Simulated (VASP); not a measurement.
A run of VASP 6.6.1 is set up as follows.

Contents of INCAR:

```
SYSTEM = Sr
PREC = Accurate
ENCUT = 520
EDIFF = 1E-6
ISMEAR = 0
SIGMA = 0.1
LREAL = .FALSE.
LASPH = .TRUE.
NELM = 100
ALGO = Normal
ISIF = 2
LWAVE = .FALSE.
LCHARG = .FALSE.
GGA = PE
NBANDS = 22
```

KPOINTS

```
regular mesh
0
G
  9 9 12
  0 0 0
```

File POSCAR:

```
Sr
1.0
    7.2192836362      0.0000000000      0.0000000000
   -3.6096418181      6.2520830261      0.0000000000
    0.0000000000      0.0000000000      3.6704555762
Sr
3
Direct
    0.0000000000      0.6304023557      0.0000000000
    0.3695976443      0.3695976443      0.0000000000
    0.6304023557      0.0000000000      0.0000000000
```

Potentials or basis: VASP PAW PBE potentials, release 64 (Sr_sv).

The run is started by

```bash
$ cat potpaw_PBE.64/Sr_sv/POTCAR > POTCAR
$ mpirun -np 1 vasp_std > vasp.out
```

Problem. Estimate the band gap on the k mesh.

Solution. Zero (band 15 reaches 1.81 eV, above the bottom of band 16 at 1.32 eV).

Problem. Predict the pressure.

Solution. 0.3 GPa.

Problem. Predict the largest force.

Solution. 0.362 eV/Å.

Stress tensor (GPa, compression positive):
```
-0.43  0.00  0.00
 0.00 -0.43  0.00
 0.00  0.00  1.75
```

Caveat: the cell differs from its parent crystal (functional PBE, strained).
